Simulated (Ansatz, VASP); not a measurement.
**One calculation of Rb, two programs**

INCAR

```
PREC = Accurate
ENCUT = 520
EDIFF = 1E-7
ISMEAR = 0
SIGMA = 0.01
LREAL = False
LASPH = True
NELM = 150
ALGO = Normal
ISIF = 2
LWAVE = False
LCHARG = False
ISPIN = 2
MAGMOM = -0.03
LORBIT = 11
GGA = PE
NBANDS = 14
```

KPOINTS

```
regular mesh
0
Gamma
  8 8 8
```

Contents of POSCAR:

```
Rb
1.0
   -2.8901800000      2.8060000000      2.8060000000
    2.8060000000     -2.8901800000      2.8060000000
    2.8060000000      2.8060000000     -2.8901800000
Rb
1
Direct
    0.0000000000      0.0000000000      0.0000000000
```

Input for Ansatz:

```yaml
crystal:
  lattice:
    - [-2.89018, 2.806, 2.806]
    - [2.806, -2.89018, 2.806]
    - [2.806, 2.806, -2.89018]
  atoms:
    - { symbol: Rb, position: [0.0, 0.0, 0.0] }
kpoints:
  mp_grid: { grid: [8, 8, 8] }
scf:
  occupations: { method: gaussian, width: 0.01 }
hamiltonian:
  xc: pbe
  pseudopotentials: { kind: all_electron, lapw: { basis_error: 0.001 } }
output:
  forces: true
  stress: true
  eigenvalues: true
magnetization:
  spin_polarized: true
```

Alike in both runs: task single point; functional PBE; k mesh 8 × 8 × 8; occupations gaussian, width 0.01 eV; collinear spin.

|  | VASP | Ansatz |
| --- | --- | --- |
| version | VASP 6.6.1 | Ansatz 0.2.0 |
| potentials or method | VASP PAW PBE potentials, release 64 (Rb_sv), cutoff 520 eV | all-electron LAPW, scalar-relativistic |

```csv
,VASP,Ansatz,Ansatz less VASP
gap on the k mesh at the Fermi level (eV),none,none,-
pressure (GPa),0.1,0.1,0.00
net moment per atom (μB),0.04,0.04,0.000
```

A gap of «none» marks a metal or a gap that the smearing closes. Ansatz ran all-electron here, and VASP with PAW potentials. Ansatz's warnings: no starting moments.
